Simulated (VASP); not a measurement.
# AgCl (I4mm) in VASP: a series of runs

Runs on AgCl. Level: PBE. Tasks: single point.

All numbers are computed with VASP 6.6.1; they aren't measurements. Logs are shortened: lines on timing, memory, paths and dates and some standing lists are left out, and cuts for length are marked.

## (1) The cell of the first run

The structure is tetragonal, space group I4mm (No. 107). The conventional cell has a = 3.922 Å, b = 3.922 Å, c = 5.546 Å, α = 90.00°, β = 90.00°, γ = 90.00°. Ag (site symmetry 4mm) has 6 Cl at 2.67 to 2.87 Å within 3.5 Å. Cl (site symmetry 4mm) has 6 Ag at 2.67 to 2.87 Å within 3.5 Å.

## (2) Single point, PBE

INCAR reads:

```
SYSTEM = AgCl
ALGO = Normal
EDIFF = 1E-6
ENCUT = 520
GGA = PE
ISIF = 2
ISMEAR = 0
LASPH = .TRUE.
LCHARG = .FALSE.
LREAL = .FALSE.
LWAVE = .FALSE.
NBANDS = 16
NELM = 100
PREC = Accurate
SIGMA = 0.05
```

KPOINTS reads:

```
k-points
0
G
  8 8 8
  0 0 0
```

POSCAR reads:

```
AgCl
1.0
    0.0000000000      2.7731500000      2.7731500000
    2.7731500000      0.0000000000      2.7731500000
    2.7731500000      2.7731500000      0.0000000000
Ag Cl
1 1
Direct
    0.5180300380      0.5180300380      0.4819699620
    0.0000000000      0.0000000000      0.0000000000
```

Potentials or basis: VASP PAW PBE potentials, release 64 (Ag, Cl).

Run with:

```sh
> cat potpaw_PBE.64/Ag/POTCAR potpaw_PBE.64/Cl/POTCAR > POTCAR
> mpirun -np 1 vasp_std > vasp.out
```

OUTCAR:

```text
SYSTEM = AgCl
   EDIFF = 1E-6
   ENCUT = 520
   GGA = PE
   ISIF = 2
   ISMEAR = 0
   LASPH = .TRUE.
   LREAL = .FALSE.
   NELM = 100
   PREC = Accurate

 ion  position               nearest neighbor table
   1  0.518  0.518  0.482-   2 2.67   2 2.77   2 2.77   2 2.77   2 2.77   2 2.87
   2  0.000  0.000  0.000-   1 2.67   1 2.77   1 2.77   1 2.77   1 2.77   1 2.87

  LATTYP: Found a face centered cubic cell.
 ALAT       =     5.5463000000

  Lattice vectors:

 A1 = (   0.0000000000,   2.7731500000,   2.7731500000)
 A2 = (   2.7731500000,   0.0000000000,   2.7731500000)
 A3 = (   2.7731500000,   2.7731500000,   0.0000000000)

Analysis of symmetry for initial positions (statically):
=====================================================================
 Subroutine PRICEL returns:
 Original cell was already a primitive cell.

 Routine SETGRP: Setting up the symmetry group for a
 face centered cubic supercell.

 Subroutine GETGRP returns: Found  8 space group operations
 (whereof  8 operations were pure point group operations)
 out of a pool of 48 trial point group operations.

The static configuration has the point symmetry C_4v.

Analysis of symmetry for dynamics (positions and initial velocities):
=====================================================================
 Subroutine PRICEL returns:
 Original cell was already a primitive cell.

 Routine SETGRP: Setting up the symmetry group for a
 face centered cubic supercell.

 Subroutine GETGRP returns: Found  8 space group operations
 (whereof  8 operations were pure point group operations)
 out of a pool of 48 trial point group operations.

The dynamic configuration has the point symmetry C_4v.

 Subroutine INISYM returns: Found  8 space group operations
 (whereof  8 operations are pure point group operations),
 and found     1 'primitive' translations

----------------------------------------------------------------------------------------

                                     Primitive cell

  volume of cell :      42.6530

  direct lattice vectors                    reciprocal lattice vectors
     0.000000000  2.773150000  2.773150000    -0.180300380  0.180300380  0.180300380
     2.773150000  0.000000000  2.773150000     0.180300380 -0.180300380  0.180300380
     2.773150000  2.773150000  0.000000000     0.180300380  0.180300380 -0.180300380

  length of vectors
     3.921826340  3.921826340  3.921826340     0.312289420  0.312289420  0.312289420

  position of ions in fractional coordinates (direct lattice)
     0.518030038  0.518030038  0.481969962
     0.000000000  0.000000000  0.000000000

  ion indices of the primitive-cell ions
   primitive index   ion index
                 1           1
                 2           2

----------------------------------------------------------------------------------------

 KPOINTS: k-points

Automatic generation of k-mesh.
 Grid dimensions read from file:
 generate k-points for:    8    8    8

 Generating k-lattice:

  Cartesian coordinates                     Fractional coordinates (reciprocal lattice)
    -0.022537548  0.022537548  0.022537548     0.125000000  0.000000000  0.000000000
     0.022537548 -0.022537548  0.022537548     0.000000000  0.125000000  0.000000000
     0.022537548  0.022537548 -0.022537548     0.000000000  0.000000000  0.125000000

  Length of vectors
     0.039036177  0.039036177  0.039036177

  Shift w.r.t. Gamma in fractional coordinates (k-lattice)
     0.000000000  0.000000000  0.000000000

 Subroutine IBZKPT returns following result:
 ===========================================

 Found     59 irreducible k-points:

 Following reciprocal coordinates:
            Coordinates               Weight
  0.000000  0.000000  0.000000      1.000000
  0.125000  0.000000  0.000000      8.000000
  0.250000  0.000000  0.000000      8.000000
  0.375000  0.000000  0.000000      8.000000
  0.500000  0.000000  0.000000      4.000000
  0.125000  0.125000  0.000000      2.000000
[... 16 lines left out ...]
  0.000000  0.375000  0.250000     16.000000
  0.500000  0.250000  0.000000      8.000000
 [... further k-points ...]
   k-points           NKPTS =     59   k-points in BZ     NKDIM =     59   number of bands    NBANDS=     16
   number of dos      NEDOS =    301   number of ions     NIONS =      2
   total plane-waves  NPLWV =  27000
   dimension x,y,z NGX =    30 NGY =   30 NGZ =   30
   dimension x,y,z NGXF=    60 NGYF=   60 NGZF=   60
   ions per type =               1   1
   NGX,Y,Z   is equivalent  to a cutoff of  12.72, 12.72, 12.72 a.u.
   NGXF,Y,Z  is equivalent  to a cutoff of  25.43, 25.43, 25.43 a.u.
 SYSTEM =  AgCl
   PREC   = accura    normal or accurate (medium, high low for compatibility)
   ISTART =      0    job   : 0-new  1-cont  2-samecut
   ICHARG =      2    charge: 1-file 2-atom 10-const
   ISPIN  =      1    spin polarized calculation?
   LNONCOLLINEAR =      F non collinear calculations
   LSORBIT =      F    spin-orbit coupling
   LASPH  =      T    aspherical Exc in radial PAW
   ENCUT  =  520.0 eV  38.22 Ry    6.18 a.u.   7.29  7.29  7.29*2*pi/ulx,y,z
   NELM   =    100;   NELMIN=  2; NELMDL= -5     # of ELM steps
   EDIFF  = 0.1E-05   stopping-criterion for ELM
   LREAL  =      F    real-space projection
   EDIFFG = 0.1E-04   stopping-criterion for IOM
   NSW    =      0    number of steps for IOM
   IBRION =     -1    ionic relax: 0-MD 1-quasi-New 2-CG
   NFREE  =      0    steps in history (QN), initial steepest desc. (CG)
   ISIF   =      2    stress and relaxation
   ISYM   =      2    0-nonsym 1-usesym 2-fastsym
   POTIM  = 0.5000    time-step for ionic-motion
   TEBEG  =    0.0;   TEEND  =   0.0 temperature during run
   PSTRESS=    0.0 pullay stress
   NELECT =      18.0000    total number of electrons
   NUPDOWN=      -1.0000    fix difference up-down
   EMIN   =  10.00;   EMAX   =-10.00  energy-range for DOS
   EFERMI =   0.00;   METHOD = LEGACY
   ISMEAR =     0;   SIGMA  =   0.05  broadening in eV -4-tet -1-fermi 0-gaus
   EFERMI_NEDOS =   21; number of points for ismear=-14 and -15
   IALGO  =     38    algorithm
   IMIX   =      4    mixing-type and parameters
     AMIX     =   0.40;   BMIX     =  1.00
     AMIX_MAG =   1.60;   BMIX_MAG =  1.00
  volume/ion in A,a.u.               =      21.33       143.92
  Fermi-wavevector in a.u.,A,eV,Ry     =   1.227955  2.320498 20.515850  1.507872
  Thomas-Fermi vector in A             =   2.362898
   LORBIT       =      0    0 simple, 1 ext, 2 COOP (PROOUT), +10 PAW based schemes
   GGA     = PE    functional components
   LHFCALC =     F    Hartree Fock is set to
   AEXX    =    0.0000 exact exchange contribution
   IVDW    =     0    specifies the selected vdW correction
   LEPSILON=     F    determine dielectric tensor
   LRPA    =     F    only Hartree local field effects (RPA)
 non-spin polarized calculation
 Gauss-broadening in eV      SIGMA  =   0.05
  energy-cutoff  :      520.00
  volume of cell :       42.65
 maximum number of plane-waves:      1174
 NGX is ok and might be reduce to    30
   NGX = 15   NGY = 15   NGZ = 15

 number of electron      18.0000005 magnetization

 Free energy of the ion-electron system (eV)
  ---------------------------------------------------
  ext. energy  EPLUGINS =         0.00000000
  ---------------------------------------------------
  free energy    TOTEN  =        -5.38861047 eV

  energy without entropy =       -5.38861047  energy(sigma->0) =       -5.38861047

 E-fermi :   4.0743     XC(G=0):  -9.9635

 val. band max:        3.8083960394   @ k =   0.5000   0.0000   0.0000
 cond. band min:       4.7298339351   @ k =   0.0000   0.0000   0.0000
 fundamental gap:      0.9214378957
 Fermi energy:         4.0742795701

 k-point     1 :       0.0000    0.0000    0.0000
  band No.  band energies     occupation
      1     -11.3368      2.00000
      2       1.0738      2.00000
      3       1.2173      2.00000
      4       1.2173      2.00000
      5       1.3787      2.00000
      6       1.4201      2.00000
[... 8 lines left out ...]
     15      16.9731      0.00000
     16      17.1787      0.00000

 k-point     2 :       0.1250    0.0000    0.0000
  band No.  band energies     occupation
      1     -11.2771      2.00000
      2       0.5141      2.00000
      3       0.7067      2.00000
      4       0.7947      2.00000
      5       1.4241      2.00000
      6       1.4258      2.00000
[... 8 lines left out ...]
     15      15.8930      0.00000
     16      16.5878      0.00000

 k-point     3 :       0.2500    0.0000    0.0000
  band No.  band energies     occupation
      1     -11.1269      2.00000
      2      -0.3903      2.00000
      3       0.1485      2.00000
      4       0.1499      2.00000
      5       1.5510      2.00000
      6       1.5512      2.00000
[... 8 lines left out ...]
     15      16.1124      0.00000
     16      16.4641      0.00000

 k-point     4 :       0.3750    0.0000    0.0000
  band No.  band energies     occupation
      1     -10.9674      2.00000
      2      -1.1438      2.00000
      3      -0.2238      2.00000
      4      -0.2103      2.00000
      5       1.6830      2.00000
      6       1.6834      2.00000
[... 8 lines left out ...]
     15      16.9766      0.00000
     16      16.9835      0.00000
[... 324 lines left out ...]
 k-point    22 :       0.3750    0.2500    0.0000
  band No.  band energies     occupation
      1     -10.9802      2.00000
      2      -0.8179      2.00000
      3       0.3110      2.00000
      4       0.4217      2.00000
      5       1.3193      2.00000
      6       1.7050      2.00000
[... 8 lines left out ...]
     15      18.4390      0.00000
     16      19.5078      0.00000

 k-point    23 :       0.0000    0.3750    0.2500
  band No.  band energies     occupation
      1     -10.9804      2.00000
      2      -0.7938      2.00000
      3       0.2392      2.00000
      4       0.4440      2.00000
      5       1.3188      2.00000
      6       1.7067      2.00000
[... 8 lines left out ...]
     15      18.4324      0.00000
     16      19.4882      0.00000

 k-point    24 :       0.5000    0.2500    0.0000
  band No.  band energies     occupation
      1     -10.8903      2.00000
      2      -0.8324      2.00000
      3      -0.2143      2.00000
      4       0.0223      2.00000
      5       1.5095      2.00000
      6       1.7887      2.00000
[... 8 lines left out ...]
     15      18.1399      0.00000
     16      19.0649      0.00000

 [... further k-points ...]

------------------------ aborting loop because EDIFF is reached ----------------------------------------

  FORCE on cell =-STRESS in cart. coord.  units (eV):
  Direction    XX          YY          ZZ          XY          YZ          ZX
  --------------------------------------------------------------------------------------
  -------------------------------------------------------------------------------------
  Total        0.3925466      0.3925466      0.5187238      0.0000000      0.0000000      0.0000000
  in kB       14.7452371     14.7452371     19.4848315      0.0000000      0.0000000      0.0000000
  external PRESSURE =      16.3251019 kB  Pullay stress =       0.0000000 kB

 VOLUME and BASIS-vectors are now :
 -----------------------------------------------------------------------------
  energy-cutoff  :      520.00
  volume of cell :       42.65
      direct lattice vectors                 reciprocal lattice vectors
     0.000000000  2.773150000  2.773150000    -0.180300380  0.180300380  0.180300380
     2.773150000  0.000000000  2.773150000     0.180300380 -0.180300380  0.180300380
     2.773150000  2.773150000  0.000000000     0.180300380  0.180300380 -0.180300380

 POSITION                                       TOTAL-FORCE (eV/Angst)
 -----------------------------------------------------------------------------------
      2.77315      2.77315      2.87315         0.000000      0.000000     -0.120833
      0.00000      0.00000      0.00000         0.000000      0.000000      0.120833
 -----------------------------------------------------------------------------------
    total drift:                               -0.000000     -0.000000     -0.000187

  FREE ENERGIE OF THE ION-ELECTRON SYSTEM (eV)
  ---------------------------------------------------
  free  energy   TOTEN  =        -5.3886104655 eV

  energy  without entropy=       -5.3886104655  energy(sigma->0) =       -5.38861047
```

It took 23 s on 1 thread of AMD EPYC 7R13 (Zen 3), shared host; peak memory 0.16 GiB.

Results:

```
Free energy            : -5.3886 eV
Pressure               : 1.6 GPa
Largest force          : 0.121 eV/Å
Band gap on the k mesh : 0.92 eV, indirect (least direct gap 2.90 eV)
```

Forces in eV/Å, atoms in the order of the input:
```
Ag   0.000  0.000 -0.121
Cl   0.000  0.000  0.121
```

Stress tensor (GPa, compression positive):
```
1.47 0.00 0.00
0.00 1.47 0.00
0.00 0.00 1.95
```

Levels at points of the mesh, in eV from the valence-band top:
| k point | band 5 | band 6 | band 7 | band 8 | band 9 | band 10 | band 11 | band 12 | band 13 | band 14 |
| --- | --- | --- | --- | --- | --- | --- | --- | --- | --- | --- |
| (0.00, 0.00, 0.00) | -2.43 | -2.39 | -2.15 | -2.15 | -1.97 | 0.92 | 10.82 | 10.82 | 10.82 | 12.44 |
| (0.50, 0.00, 0.00) | -2.07 | -2.07 | -1.75 | 0.00 | 0.00 | 4.27 | 6.54 | 7.69 | 7.72 | 13.57 |
| (0.50, 0.50, 0.00) | -2.76 | -2.20 | -1.95 | -1.95 | -1.87 | 2.40 | 8.03 | 8.67 | 11.53 | 11.53 |
| (0.00, 0.50, 0.50) | -2.62 | -2.12 | -1.95 | -1.95 | -1.86 | 2.40 | 7.99 | 8.64 | 11.56 | 11.56 |

Caveat: the cell differs from its parent crystal (all Ag atoms moved -0.100 Å, as atom 1 towards its neighbour atom 2 (Cl) at 2.773 Å). A k mesh can miss the band edges.

(Continued in part 2 of 2.)
